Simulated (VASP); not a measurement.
# V (Im-3m) in VASP: notebook

The runs below take V through single point, relaxation of volume and atoms at fixed shape, with PBE.

Everything below comes from runs of VASP 6.6.1. Logs are shortened: lines on timing, memory, paths and dates and some standing lists are left out, and cuts for length are marked.

## (1) The cell of the first run

The structure is cubic, space group Im-3m (No. 229). Conventional cell: a = 2.995 Å, b = 2.995 Å, c = 2.995 Å, α = 90.00°, β = 90.00°, γ = 90.00°. Within 3.4 Å of V (site symmetry m-3m) lie 14 V at 2.59 to 3.00 Å.

## (2) Single point, PBE, collinear spin, ferromagnetic start

Contents of INCAR:

```
SYSTEM = V
PREC     = Accurate       ! precision mode
ENCUT    = 520            ! plane-wave cutoff, eV
EDIFF    = 1E-6           ! SCF threshold, eV
ISMEAR   = 1              ! smearing method
SIGMA    = 0.05           ! smearing width, eV
LREAL    = .False.        ! projectors in reciprocal space
LASPH    = .True.         ! aspherical terms in the spheres
NELM     = 150            ! most SCF steps
ALGO     = Normal         ! electronic algorithm
ISIF     = 2              ! what is computed and relaxed
LWAVE    = .False.        ! write WAVECAR
LCHARG   = .False.        ! write CHGCAR
ISPIN    = 2              ! spin polarisation
MAGMOM   = 1.5 1.5        ! initial moments
LORBIT   = 11             ! projections on sites
LMAXMIX  = 4              ! l up to which the mixer works
GGA      = PE             ! functional
NBANDS   = 24             ! bands
```

Contents of KPOINTS:

```
regular mesh
0
Gamma
  8 8 8
  0 0 0
```

Contents of POSCAR:

```
V
1.0
    2.9953980732      0.0000000000      0.0000000000
    0.0000000000      2.9953980732      0.0000000000
    0.0000000000      0.0000000000      2.9953980732
V
2
Direct
    0.0000000000      0.0000000000      0.0000000000
    0.5000000000      0.5000000000      0.5000000000
```

Potentials or basis: VASP PAW PBE potentials, release 64 (V_sv).

On the command line:

```sh
> cat potpaw_PBE.64/V_sv/POTCAR > POTCAR
> mpirun -np 1 vasp_std > vasp.out
```

OUTCAR:

```text
SYSTEM = V
   PREC = Accurate
   ENCUT = 520
   EDIFF = 1E-6
   ISMEAR = 1
   LREAL = .False.
   LASPH = .True.
   NELM = 150
   ISIF = 2
   ISPIN = 2
   LORBIT = 11
   GGA = PE

 ion  position               nearest neighbor table
   1  0.000  0.000  0.000-   2 2.59   2 2.59   2 2.59   2 2.59   2 2.59   2 2.59   2 2.59   2 2.59

   2  0.500  0.500  0.500-   1 2.59   1 2.59   1 2.59   1 2.59   1 2.59   1 2.59   1 2.59   1 2.59

  LATTYP: Found a simple cubic cell.
 ALAT       =     2.9953980732

  Lattice vectors:

 A1 = (   2.9953980732,   0.0000000000,   0.0000000000)
 A2 = (   0.0000000000,   2.9953980732,   0.0000000000)
 A3 = (   0.0000000000,   0.0000000000,   2.9953980732)

Analysis of symmetry for initial positions (statically):
=====================================================================
 Subroutine PRICEL returns following result:

  LATTYP: Found a body centered cubic cell.
 ALAT       =     2.9953980732

  Lattice vectors:

 A1 = (   1.4976990366,   1.4976990366,  -1.4976990366)
 A2 = (  -1.4976990366,   1.4976990366,   1.4976990366)
 A3 = (   1.4976990366,  -1.4976990366,   1.4976990366)

   2 primitive cells build up your supercell.

 Routine SETGRP: Setting up the symmetry group for a
 simple cubic supercell.

 Subroutine GETGRP returns: Found 48 space group operations
 (whereof 48 operations were pure point group operations)
 out of a pool of 48 trial point group operations.

The static configuration has the point symmetry O_h .

Analysis of symmetry for dynamics (positions and initial velocities):
=====================================================================
 Subroutine PRICEL returns following result:

  LATTYP: Found a body centered cubic cell.
 ALAT       =     2.9953980732

  Lattice vectors:

 A1 = (   1.4976990366,   1.4976990366,  -1.4976990366)
 A2 = (  -1.4976990366,   1.4976990366,   1.4976990366)
 A3 = (   1.4976990366,  -1.4976990366,   1.4976990366)

   2 primitive cells build up your supercell.

 Routine SETGRP: Setting up the symmetry group for a
 simple cubic supercell.

 Subroutine GETGRP returns: Found 48 space group operations
 (whereof 48 operations were pure point group operations)
 out of a pool of 48 trial point group operations.

The dynamic configuration has the point symmetry O_h .

Analysis of structural, dynamic, and magnetic symmetry:
=====================================================================
 Subroutine PRICEL returns following result:

  LATTYP: Found a body centered cubic cell.
 ALAT       =     2.9953980732

  Lattice vectors:

 A1 = (   1.4976990366,   1.4976990366,  -1.4976990366)
 A2 = (  -1.4976990366,   1.4976990366,   1.4976990366)
 A3 = (   1.4976990366,  -1.4976990366,   1.4976990366)

   2 primitive cells build up your supercell.

 Routine SETGRP: Setting up the symmetry group for a
 simple cubic supercell.

 Subroutine GETGRP returns: Found 48 space group operations
 (whereof 48 operations were pure point group operations)
 out of a pool of 48 trial point group operations.

The overall configuration has the point symmetry O_h .

 Subroutine INISYM returns: Found 48 space group operations
 (whereof 48 operations are pure point group operations),
 and found     2 'primitive' translations

----------------------------------------------------------------------------------------

                                     Primitive cell

  volume of cell :      13.4380

  direct lattice vectors                    reciprocal lattice vectors
     1.497699037  1.497699037 -1.497699037     0.333845444  0.333845444  0.000000000
    -1.497699037  1.497699037  1.497699037    -0.000000000  0.333845444  0.333845444
     1.497699037 -1.497699037  1.497699037     0.333845444  0.000000000  0.333845444

  length of vectors
     2.594090826  2.594090826  2.594090826     0.472128755  0.472128755  0.472128755

  position of ions in fractional coordinates (direct lattice)
     0.000000000  0.000000000  0.000000000

  ion indices of the primitive-cell ions
   primitive index   ion index
                 1           1

----------------------------------------------------------------------------------------

 KPOINTS: regular mesh

Automatic generation of k-mesh.
 Grid dimensions read from file:
 generate k-points for:    8    8    8

 Generating k-lattice:

  Cartesian coordinates                     Fractional coordinates (reciprocal lattice)
     0.041730681  0.000000000  0.000000000     0.125000000  0.000000000  0.000000000
     0.000000000  0.041730681  0.000000000     0.000000000  0.125000000  0.000000000
     0.000000000  0.000000000  0.041730681     0.000000000  0.000000000  0.125000000

  Length of vectors
     0.041730681  0.041730681  0.041730681

  Shift w.r.t. Gamma in fractional coordinates (k-lattice)
     0.000000000  0.000000000  0.000000000

 Subroutine IBZKPT returns following result:
 ===========================================

 Found     35 irreducible k-points:

 Following reciprocal coordinates:
            Coordinates               Weight
  0.000000  0.000000  0.000000      1.000000
  0.125000  0.000000  0.000000      6.000000
  0.250000  0.000000  0.000000      6.000000
  0.375000  0.000000  0.000000      6.000000
  0.500000  0.000000  0.000000      3.000000
  0.125000  0.125000  0.000000     12.000000
[... 16 lines left out ...]
  0.375000  0.375000  0.125000     24.000000
  0.500000  0.375000  0.125000     24.000000
 [... further k-points ...]
   k-points           NKPTS =     35   k-points in BZ     NKDIM =     35   number of bands    NBANDS=     24
   number of dos      NEDOS =    301   number of ions     NIONS =      2
   total plane-waves  NPLWV =  13824
   dimension x,y,z NGX =    24 NGY =   24 NGZ =   24
   dimension x,y,z NGXF=    48 NGYF=   48 NGZF=   48
   ions per type =               2
   NGX,Y,Z   is equivalent  to a cutoff of  13.32, 13.32, 13.32 a.u.
   NGXF,Y,Z  is equivalent  to a cutoff of  26.64, 26.64, 26.64 a.u.
 SYSTEM =  V
   PREC   = accura    normal or accurate (medium, high low for compatibility)
   ISTART =      0    job   : 0-new  1-cont  2-samecut
   ICHARG =      2    charge: 1-file 2-atom 10-const
   ISPIN  =      2    spin polarized calculation?
   LNONCOLLINEAR =      F non collinear calculations
   LSORBIT =      F    spin-orbit coupling
   LASPH  =      T    aspherical Exc in radial PAW
   ENCUT  =  520.0 eV  38.22 Ry    6.18 a.u.   5.57  5.57  5.57*2*pi/ulx,y,z
   NELM   =    150;   NELMIN=  2; NELMDL= -5     # of ELM steps
   EDIFF  = 0.1E-05   stopping-criterion for ELM
   LREAL  =      F    real-space projection
   EDIFFG = 0.1E-04   stopping-criterion for IOM
   NSW    =      0    number of steps for IOM
   IBRION =     -1    ionic relax: 0-MD 1-quasi-New 2-CG
   NFREE  =      0    steps in history (QN), initial steepest desc. (CG)
   ISIF   =      2    stress and relaxation
   ISYM   =      2    0-nonsym 1-usesym 2-fastsym
   POTIM  = 0.5000    time-step for ionic-motion
   TEBEG  =    0.0;   TEEND  =   0.0 temperature during run
   PSTRESS=    0.0 pullay stress
   NELECT =      26.0000    total number of electrons
   NUPDOWN=      -1.0000    fix difference up-down
   EMIN   =  10.00;   EMAX   =-10.00  energy-range for DOS
   EFERMI =   0.00;   METHOD = LEGACY
   ISMEAR =     1;   SIGMA  =   0.05  broadening in eV -4-tet -1-fermi 0-gaus
   EFERMI_NEDOS =   21; number of points for ismear=-14 and -15
   IALGO  =     38    algorithm
   IMIX   =      4    mixing-type and parameters
     AMIX     =   0.40;   BMIX     =  1.00
     AMIX_MAG =   1.60;   BMIX_MAG =  1.00
  volume/ion in A,a.u.               =      13.44        90.68
  Fermi-wavevector in a.u.,A,eV,Ry     =   1.619116  3.059686 35.668188  2.621538
  Thomas-Fermi vector in A             =   2.713269
   LORBIT       =     11    0 simple, 1 ext, 2 COOP (PROOUT), +10 PAW based schemes
   GGA     = PE    functional components
   LHFCALC =     F    Hartree Fock is set to
   AEXX    =    0.0000 exact exchange contribution
   IVDW    =     0    specifies the selected vdW correction
   LEPSILON=     F    determine dielectric tensor
   LRPA    =     F    only Hartree local field effects (RPA)
 spin polarized calculation
 Methfessel and Paxton  Order N= 1 SIGMA  =   0.05
  energy-cutoff  :      520.00
  volume of cell :       26.88
 maximum number of plane-waves:       739
 NGX is ok and might be reduce to    24
   NGX = 11   NGY = 11   NGZ = 11

 number of electron      25.9999989 magnetization       0.2006843

 Free energy of the ion-electron system (eV)
  ---------------------------------------------------
  ext. energy  EPLUGINS =         0.00000000
  ---------------------------------------------------
  free energy    TOTEN  =       -17.97847609 eV

  energy without entropy =      -17.97947036  energy(sigma->0) =      -17.97880751

 E-fermi :   9.7402     XC(G=0): -12.9164

 val. band max:        9.7224076008   @ k =   0.3750   0.1250   0.0000
 cond. band min:       9.7418217214   @ k =   0.2500   0.2500   0.1250
 fundamental gap:      0.0194141205
 Fermi energy:         9.7402212572

 spin component 1

 k-point     1 :       0.0000    0.0000    0.0000
  band No.  band energies     occupation
      1     -54.0153      1.00000
      2     -53.6783      1.00000
      3     -27.9310      1.00000
      4     -27.9310      1.00000
      5     -27.9310      1.00000
      6     -27.3123      1.00000
[... 16 lines left out ...]
     23      26.6856      0.00000
     24      26.6856      0.00000
[... 598 lines left out ...]
      2     -53.8158      1.00000
      3     -28.1462      1.00000
      4     -28.1462      1.00000
      5     -27.6265      1.00000
      6     -27.6265      1.00000
[... 16 lines left out ...]
     23      25.0152      0.00000
     24      25.0152      0.00000

 [... further k-points ...]

 spin component 2

 k-point     1 :       0.0000    0.0000    0.0000
  band No.  band energies     occupation
      1     -53.9315      1.00000
      2     -53.5946      1.00000
      3     -27.8470      1.00000
      4     -27.8470      1.00000
      5     -27.8470      1.00000
      6     -27.2291      1.00000
[... 16 lines left out ...]
     23      26.7107      0.00000
     24      26.7107      0.00000
[... 598 lines left out ...]
      2     -53.7320      1.00000
      3     -28.0632      1.00000
      4     -28.0632      1.00000
      5     -27.5431      1.00000
      6     -27.5431      1.00000
[... 16 lines left out ...]
     23      25.0503      0.00000
     24      25.0503      0.00000

 [... further k-points ...]
[... 5 lines left out ...]
  --------------------------------------------------------------------------------------
  -------------------------------------------------------------------------------------
  Total        0.0424475      0.0424475      0.0424475     -0.0000000      0.0000000     -0.0000000
  in kB        2.5304571      2.5304571      2.5304571     -0.0000000      0.0000000     -0.0000000
  external PRESSURE =       2.5304571 kB  Pullay stress =       0.0000000 kB

 VOLUME and BASIS-vectors are now :
 -----------------------------------------------------------------------------
  energy-cutoff  :      520.00
  volume of cell :       26.88
      direct lattice vectors                 reciprocal lattice vectors
     2.995398073  0.000000000  0.000000000     0.333845444  0.000000000  0.000000000
     0.000000000  2.995398073  0.000000000     0.000000000  0.333845444  0.000000000
     0.000000000  0.000000000  2.995398073     0.000000000  0.000000000  0.333845444

 POSITION                                       TOTAL-FORCE (eV/Angst)
 -----------------------------------------------------------------------------------
      0.00000      0.00000      0.00000        -0.000000     -0.000000     -0.000000
      1.49770      1.49770      1.49770         0.000000      0.000000      0.000000
 -----------------------------------------------------------------------------------
    total drift:                                0.000000      0.000000     -0.000000

  FREE ENERGIE OF THE ION-ELECTRON SYSTEM (eV)
  ---------------------------------------------------
  free  energy   TOTEN  =       -17.9784760873 eV

  energy  without entropy=      -17.9794703560  energy(sigma->0) =      -17.97880751

 total charge

# of ion       s       p       d       tot
------------------------------------------
    1        2.342   6.221   3.094  11.656
    2        2.342   6.221   3.094  11.656
--------------------------------------------------
tot          4.683  12.442   6.187  23.313

 magnetization (x)

# of ion       s       p       d       tot
------------------------------------------
    1        0.001   0.002   0.088   0.091
    2        0.001   0.002   0.088   0.091
--------------------------------------------------
tot          0.001   0.004   0.177   0.182
```

Run time: 20 s. Hardware: 1 thread of AMD EPYC 9R45 (Zen 5), shared host; peak memory 0.13 GiB.

Results:

* Free energy: -17.9785 eV
* Pressure: 0.3 GPa
* Net moment: 0.20 μB per cell
* Site moments: V +0.09 μB
* Valence electrons inside the program's atomic spheres: V 11.66

Levels at points of the mesh, in eV from the Fermi level:
Spin up:
```csv
k point,band 11,band 12,band 13,band 14,band 15,band 16
"(0.00, 0.00, 0.00)",-3.02,0.36,0.36,0.36,2.41,2.41
"(0.50, 0.00, 0.00)",-0.58,-0.58,0.80,0.80,0.80,0.80
"(0.50, 0.50, 0.00)",-1.18,-1.18,1.62,1.62,2.40,2.40
"(0.50, 0.50, 0.50)",-1.16,-1.16,-1.16,-1.16,2.83,2.83
```
Spin down:
```csv
k point,band 8,band 9,band 10,band 11,band 12,band 13,band 14,band 15,band 16,band 17
"(0.00, 0.00, 0.00)",-36.97,-6.57,-2.99,-2.99,0.47,0.47,0.47,2.45,2.45,3.79
"(0.50, 0.00, 0.00)",-37.27,-2.89,-2.89,-0.55,-0.55,0.90,0.90,0.90,0.90,2.02
"(0.50, 0.50, 0.00)",-36.98,-3.15,-3.15,-1.08,-1.08,1.67,1.67,2.46,2.46,2.81
"(0.50, 0.50, 0.50)",-37.42,-1.08,-1.08,-1.08,-1.08,-1.08,-1.08,2.88,2.88,2.88
```

(Part 1 of 2 ends here.)
